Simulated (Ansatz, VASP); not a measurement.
# Two plane-wave programs on AlIn2As2P

```xyz
6
Lattice="4.5843 0.0000 0.0000 0.0000 4.5843 0.0000 0.0000 0.0000 8.7690" Properties=species:S:1:pos:R:3 pbc="T T T"
Al    2.2921    2.2921    4.3845
In    2.2921    2.2921    1.4638
In    2.2921    2.2921    7.3052
P     0.0000    0.0000    0.0000
As    0.0000    2.2921    4.3845
As    2.2921    0.0000    4.3845
```

Alike in both runs: functional PBE; k mesh 8 × 8 × 6; occupations gaussian, width 0.1 eV; no spin polarisation.

Ansatz relaxed the structure, and its values are those at the end. VASP's run is a single point on that final structure, the one shown.

```csv
,VASP,Ansatz
version,VASP 6.6.1,Ansatz 0.2.0
potentials or method,"VASP PAW PBE potentials, release 64 (Al, In_d, P, As), cutoff 520 eV","scalar-relativistic, plane waves, PAW"
valence electrons in the cell,44,64
```

Ansatz gave:

| Property | Result |
| --- | --- |
| gap on the k mesh at the Fermi level (eV) | none |
| pressure (GPa) | 0.0 |

Q: What did VASP give for the same quantities?

A: gap on the k mesh at the Fermi level (eV): none; pressure (GPa): 0.1.

A gap of «none» marks a metal or a gap that the smearing closes. The functional is the same, so the differences come from potentials, cutoffs and numerics. VASP's potentials hold 44 valence electrons a cell and Ansatz's 64, so a difference there can come from the potentials and not from the codes.
